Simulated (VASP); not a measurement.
Set up this calculation in VASP 6.6.1, as the native input.

```
Task                   : single point
Functional             : LDA
Potentials or basis    : VASP PAW LDA potentials, release 64 (Mg)
Cutoff                 : 520 eV
k mesh                 : 18 × 18 × 10
Occupations            : gaussian, width 0.1 eV
Spin                   : no spin polarisation
Dipole correction      : no
Further INCAR settings : ALGO = Fast; EDIFF = 1e-06; NBANDS = 9
```

The structure of Mg lies in POSCAR:

```
Mg
1.0
    2.7775929351      0.0000000000      0.0000000000
   -1.3887964676      2.4054660432      0.0000000000
    0.0000000000      0.0000000000      4.4841918494
Mg
2
Direct
    0.3333333333      0.6666666667      0.2500000000
    0.6666666667      0.3333333333      0.7500000000
```

The input as run:

INCAR

```
SYSTEM = Mg
PREC = Accurate ; ENCUT = 520
EDIFF = 1E-6 ; ISMEAR = 0
SIGMA = 0.1 ; LREAL = .False.
LASPH = .True. ; NELM = 100
ALGO = Fast ; ISIF = 2
LWAVE = .False. ; LCHARG = .True.
GGA = CA ; LELF = .True.
LVHAR = .True. ; NBANDS = 9
```

KPOINTS

```
Automatic mesh
0
Gamma
  18 18 10
  0 0 0
```

Potentials or basis: VASP PAW LDA potentials, release 64 (Mg).

Run with:

```bash
$ cat potpaw_LDA.64/Mg/POTCAR > POTCAR
$ mpirun -np 1 vasp_std > vasp.out
```

Results of the run:

* Pressure: 30.0 GPa
* Band gap on the k mesh: zero (band 2 reaches 6.11 eV, above the bottom of band 3 at 3.92 eV)

It took 16 s on 1 thread of Intel(R) Xeon(R) 6975P-C (Granite Rapids) (shared host), peak memory 0.17 GiB.
